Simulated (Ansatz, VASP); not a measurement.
**Cu in VASP and in Ansatz**

```
Cu
1.0
     2.48755    0.00000    0.00000
     0.00000    3.51792    0.00000
     0.00000    0.00000   20.97510
Cu
5
Direct
  0.00000 0.00000 0.38140
  0.50000 0.50000 0.44070
  0.00000 0.00000 0.50000
  0.50000 0.50000 0.55930
  0.00000 0.00000 0.61860
```

Alike in both runs: task single point; functional LDA; k mesh 15 × 10 × 1; occupations fermi-dirac, width 0.08 eV; no spin polarisation.

```csv
,VASP,Ansatz
version,VASP 6.6.1,Ansatz 0.2.0
potentials or method,"VASP PAW LDA potentials, release 64 (Cu), cutoff 520 eV","all-electron LAPW, scalar-relativistic"
```

|  | VASP | Ansatz | Ansatz less VASP |
| --- | --- | --- | --- |
| rms of the force components (eV/Å) | 0.244 | 0.257 | +0.0123 |

LDA's correlation is that of Perdew and Zunger in VASP and of Perdew and Wang (1992) in Ansatz. Atom by atom the forces differ by 0.017 eV/Å (rms over components). Ansatz ran all-electron here, and VASP with PAW potentials.
